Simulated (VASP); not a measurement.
AlNi, 2 atoms in the cell. It takes space group Pm-3m (No. 221, cubic). The conventional cell has a = 2.860 Å, b = 2.860 Å, c = 2.860 Å, α = 90.00°, β = 90.00°, γ = 90.00°. Within 3.3 Å of Al (site symmetry m-3m) lie 8 Ni at 2.48 Å and 6 Al at 2.86 Å. Within 3.3 Å of Ni (site symmetry m-3m) lie 8 Al at 2.48 Å and 6 Ni at 2.86 Å. 

```yaml
Program: VASP 6.6.1
Task: single point
Functional: r2SCAN
Potentials_or_basis: VASP PAW PBE potentials, release 64 (Al, Ni)
Cutoff: 660 eV
k_mesh: 6 × 6 × 6
Occupations: gaussian, width 0.1 eV
Spin: no spin polarisation
Dipole_correction: no
Further_INCAR_settings: ALGO = Normal; EDIFF = 1e-06; NBANDS = 14
```

Potentials or basis: VASP PAW PBE potentials, release 64 (Al, Ni).

Launch:

```sh
$ cat potpaw_PBE.64/Al/POTCAR potpaw_PBE.64/Ni/POTCAR > POTCAR
$ cp INCAR.step1 INCAR
$ mpirun -np 1 vasp_std > vasp.out
$ cp INCAR.step2 INCAR
$ mpirun -np 1 vasp_std > vasp.out
```

Hardware: 1 thread of AMD EPYC 7R43 64-Core Processor (Zen 3) (shared host).

Question: How long does it take, and how much memory?

Answer: Wall time 31 s on 1 thread of AMD EPYC 7R43 64-Core Processor (Zen 3) (shared host), peak memory 0.11 GiB. Counts: k points 20.
